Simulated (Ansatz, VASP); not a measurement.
## Two plane-wave programs on MgO

```xyz
2
Lattice="0.0000 2.1418 2.1418 2.1418 0.0000 2.1418 2.1418 2.1418 0.0000" Properties=species:S:1:pos:R:3 pbc="T T T"
Mg    0.0000    0.0000    0.0000
O     2.1418    2.1418    2.1418
```

Alike in both runs: task single point; functional PBE; k mesh 7 × 7 × 7; occupations methfessel-paxton of order 1, width 0.0138 eV; no spin polarisation.

```csv
,VASP,Ansatz
version,VASP 6.6.1,Ansatz 0.2.0
potentials or method,"VASP PAW PBE potentials, release 64 (Mg, O), cutoff 600 eV",PAW plane waves
valence electrons in the cell,8,16
```

VASP gave:

| Quantity | Value |
| --- | --- |
| gap on the k mesh at the Fermi level (eV) | 4.25 |
| pressure (GPa) | -4.0 |

Estimate Ansatz's values.

gap on the k mesh at the Fermi level (eV): 4.27; pressure (GPa): -3.0.

With one functional, cell and mesh, what is left measures potentials, basis and numerics. VASP's potentials hold 8 valence electrons a cell and Ansatz's 16, so a difference there can come from the potentials and not from the codes.
